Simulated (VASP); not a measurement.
Set up this calculation in VASP 6.6.1, as the native input.

| Property | Result |
| --- | --- |
| Task | single point |
| Functional | PBE |
| Dispersion | D3(BJ) |
| Potentials or basis | VASP PAW PBE potentials, release 64 (W_sv, C, H) |
| Cutoff | 520 eV |
| k mesh | 5 × 5 × 1 |
| Occupations | fermi-dirac, width 0.05 eV |
| Spin | no spin polarisation |
| Dipole correction | no |
| Further INCAR settings | LREAL = Auto; ALGO = Normal; EDIFF = 1e-06; NBANDS = 88 |

The structure of HW4C4 lies in POSCAR:

```
HW4C4
1.0
    5.6722802440      0.0000000000      0.0000000000
   -2.8361401220      4.9123387887      0.0000000000
    0.0000000000      0.0000000000     16.1797200000
W C H
8 8 2
Direct
    0.0000000000      0.0000000000      0.0618057700
    0.0000000000      0.0000000000      0.2387201116
   -0.0000000133      0.4999999933      0.0618057700
    0.0006740241      0.5003370121      0.2406841371
    0.5000000067      0.0000000133      0.0618057700
    0.4996629879     -0.0006740241      0.2406841371
    0.5000000067      0.4999999933      0.0618057700
    0.4996629879      0.5003370121      0.2406841371
    0.3320510108      0.1660255054      0.1444928437
    0.3432448474      0.1716224237      0.3127149432
    0.3333333333      0.6666666667      0.1451996216
    0.3333333333      0.6666666667      0.3196652768
    0.8339744946      0.1660255054      0.1444928437
    0.8283775763      0.1716224237      0.3127149432
    0.8339744946      0.6679489892      0.1444928437
    0.8283775763      0.6567551526      0.3127149432
    0.3333333333      0.6666666667      0.3868565919
    0.0000000000      1.0000000000      0.3500916598
```

These files were run (other wordings do the same):

INCAR

```
ALGO = Normal
EDIFF = 1E-6
ENCUT = 520
GGA = PE
ISIF = 2
ISMEAR = -1
IVDW = 12
LASPH = T
LCHARG = F
LREAL = Auto
LWAVE = F
NBANDS = 88
NELM = 80
PREC = Accurate
SIGMA = 0.05
```

KPOINTS

```
k-points
0
Gamma
  5 5 1
```

Potentials or basis: VASP PAW PBE potentials, release 64 (W_sv, C, H).

The run is started by

```bash
$ cat potpaw_PBE.64/W_sv/POTCAR potpaw_PBE.64/C/POTCAR potpaw_PBE.64/H/POTCAR > POTCAR
$ mpirun -np 1 vasp_std > vasp.out
```

Results of the run:

```
Largest force              : 0.496 eV/Å
Band gap on the k mesh     : zero (bands 73 and 74 overlap by 0.73 eV)
Dispersion energy per atom : -0.280 eV
```

Caveat: spin-orbit coupling is left out, which moves the levels of the heavy elements.

Wall time 15 min on 1 thread of Intel Xeon 8259CL, with other jobs on the host, peak memory 0.53 GiB.
